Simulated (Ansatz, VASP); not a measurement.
Tl: VASP beside Ansatz

```
Tl
1.0
     5.75608    0.00000    0.00000
    -2.87804    4.98491    0.00000
     0.00000    0.00000    3.54338
Tl
3
Direct
  0.00000 0.00000 0.00000
  0.33333 0.66667 0.50000
  0.66667 0.33333 0.50000
```

Alike in both runs: task single point; functional r2SCAN; k mesh 8 × 8 × 10; occupations fermi-dirac, width 0.1 eV; no spin polarisation.

```csv
,VASP,Ansatz
version,VASP 6.6.1,Ansatz 0.2.0
potentials or method,"VASP PAW PBE potentials, release 64 (Tl_d), cutoff 520 eV","plane waves (500 eV) with PAW, scalar-relativistic"
valence electrons in the cell,39,39
```

|  | VASP | Ansatz | Ansatz less VASP |
| --- | --- | --- | --- |
| pressure (GPa) | -2.4 | -2.4 | +0.03 |
| traceless stress, the component that is largest in VASP (GPa) | -0.44 | -0.44 | +0.004 |

VASP's potentials were made for PBE, not for r2SCAN. The functional is the same, so the differences come from potentials, cutoffs and numerics.

Spin-orbit coupling is off throughout.
